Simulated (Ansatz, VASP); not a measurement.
SnAu: VASP beside Ansatz

```
Sn Au
1.0
     4.41421    0.00000    0.00000
    -2.20710    3.82282    0.00000
     0.00000    0.00000    5.66981
Sn Au
2 2
Direct
  0.33333 0.66667 0.25000
  0.66667 0.33333 0.75000
  0.00000 0.00000 0.00000
  0.00000 0.00000 0.50000
```

Alike in both runs: task relaxation of cell and atoms; functional LDA; k mesh 12 × 12 × 8; occupations gaussian, width 0.1 eV; no spin polarisation.

```csv
,VASP,Ansatz
version,VASP 6.6.1,Ansatz 0.2.0
potentials or method,"VASP PAW LDA potentials, release 64 (Sn_d, Au), cutoff 600 eV","scalar-relativistic, plane waves, PAW"
valence electrons in the cell,50,66
```

|  | VASP | Ansatz | Ansatz less VASP |
| --- | --- | --- | --- |
| gap on the k mesh at the Fermi level, each at its own relaxed structure (eV) | none | none | - |
| relaxed volume (Å³/atom) | 22.04 | 21.98 | -0.057 |
| relaxed length of the cell vector where the two differ most in proportion (Å) | 4.297 | 4.293 | -0.0044 |

LDA's correlation is that of Perdew and Zunger in VASP and of Perdew and Wang (1992) in Ansatz. A gap of «none» marks a metal or a gap that the smearing closes. VASP's potentials hold 50 valence electrons a cell and Ansatz's 66, so a difference there can come from the potentials and not from the codes.

Neither program's run includes spin-orbit coupling.
